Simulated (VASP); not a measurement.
Set up this calculation in VASP 6.6.1, as the native input.

```
Task                   : single point
Functional             : LDA
Potentials or basis    : VASP PAW LDA potentials, release 64 (F, Li_sv)
Cutoff                 : 520 eV
k mesh                 : 10 × 10 × 10
Occupations            : gaussian, width 0.01 eV
Spin                   : no spin polarisation
Dipole correction      : no
Further INCAR settings : ALGO = Normal; EDIFF = 1e-07; NBANDS = 12
```

The structure of LiF lies in POSCAR:

```
LiF
1.0
    0.0000000000      2.0140000000      2.0140000000
    2.0140000000      0.0000000000      2.0140000000
    2.0140000000      2.0140000000      0.0000000000
F Li
1 1
Direct
    0.5000000000      0.5000000000      0.5000000000
    0.0000000000      0.0000000000      0.0000000000
```

One way to write it, as run:

INCAR

```
SYSTEM = LiF
PREC = Accurate
ENCUT = 520
EDIFF = 1E-7
ISMEAR = 0
SIGMA = 0.01
LREAL = .FALSE.
LASPH = .TRUE.
NELM = 60
ALGO = Normal
ISIF = 2
LWAVE = .FALSE.
LCHARG = .FALSE.
NBANDS = 12
```

KPOINTS

```
regular mesh
0
G
  10 10 10
  0 0 0
```

Potentials or basis: VASP PAW LDA potentials, release 64 (F, Li_sv).

Launch:

```sh
$ cat potpaw_LDA.64/F/POTCAR potpaw_LDA.64/Li_sv/POTCAR > POTCAR
$ mpirun -np 1 vasp_std > vasp.out
```

Results of the run:

```yaml
Band_gap_on_the_k_mesh: 8.83 eV
```

Run time: 7.5 s on 1 thread of Intel Xeon 8259CL (shared host), peak memory 0.12 GiB.
